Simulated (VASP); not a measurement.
Set up this calculation in VASP 6.6.1, as the native input.

| Quantity | Value |
| --- | --- |
| Task | single point |
| Functional | LDA |
| Potentials or basis | VASP PAW LDA potentials, release 64 (Li_sv, H) |
| Cutoff | 750 eV |
| k mesh | 4 × 4 × 4 |
| Occupations | gaussian, width 0.01 eV |
| Spin | no spin polarisation |
| Dipole correction | no |
| Further INCAR settings | ALGO = Normal; EDIFF = 1e-06; NBANDS = 9 |

The structure of LiH lies in POSCAR:

```
LiH
1.0
    0.0000000000      1.8474193489      1.8474193489
    1.8474193489      0.0000000000      1.8474193489
    1.8474193489      1.8474193489      0.0000000000
Li H
1 1
Direct
    0.0000000000      0.0000000000      0.0000000000
    0.5000000000      0.5000000000      0.5000000000
```

The input as run:

INCAR

```
SYSTEM = LiH
ALGO = Normal
EDIFF = 1E-6
ENCUT = 750
GGA_COMPAT = .False.
ISIF = 2
ISMEAR = 0
LASPH = .True.
LCHARG = .False.
LREAL = .False.
LWAVE = .False.
NBANDS = 9
NELM = 120
PREC = Accurate
SIGMA = 0.01
```

KPOINTS

```
k-points
0
Gamma
  4 4 4
  0 0 0
```

Potentials or basis: VASP PAW LDA potentials, release 64 (Li_sv, H).

Run with:

```bash
$ cat potpaw_LDA.64/Li_sv/POTCAR potpaw_LDA.64/H/POTCAR > POTCAR
$ mpirun -np 1 vasp_std > vasp.out
```

It gave:

- Pressure: 9.8 GPa
- Band gap on the k mesh: 2.30 eV

Caveat: the k points lie up to 0.74 Å⁻¹ apart.

It took 2.6 s on 1 thread of Intel(R) Xeon(R) Platinum 8259CL CPU @ 2.50GHz (Skylake/Cascade Lake), with other jobs on the host, peak memory 0.11 GiB.
